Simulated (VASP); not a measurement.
Input of a VASP 6.6.1 run:

INCAR

```
PREC = Accurate
ENCUT = 500
EDIFF = 1E-6
ISMEAR = 0
SIGMA = 0.02
LREAL = False
LASPH = True
NELM = 120
ALGO = Normal
ISIF = 2
LWAVE = False
LCHARG = False
GGA = PE
NBANDS = 11
GGA_COMPAT = False
```

The input KPOINTS:

```
Automatic mesh
0
Gamma
  8 8 8
```

Contents of POSCAR:

```
AlP
1.0
    0.0000000000      2.7538835158      2.7538835158
    2.7538835158      0.0000000000      2.7538835158
    2.7538835158      2.7538835158      0.0000000000
Al P
1 1
Direct
    0.0000000000      0.0000000000      0.0000000000
    0.2500000000      0.2500000000      0.2500000000
```

Potentials or basis: VASP PAW PBE potentials, release 64 (Al, P).

Command:

```bash
$ cat potpaw_PBE.64/Al/POTCAR potpaw_PBE.64/P/POTCAR > POTCAR
$ mpirun -np 1 vasp_std > vasp.out
```

(1) What does it give for the pressure?

(2) What does it give for the band gap on the k mesh?

## Answers

(1) -0.1 GPa.

(2) 1.63 eV, indirect (least direct gap 3.08 eV).
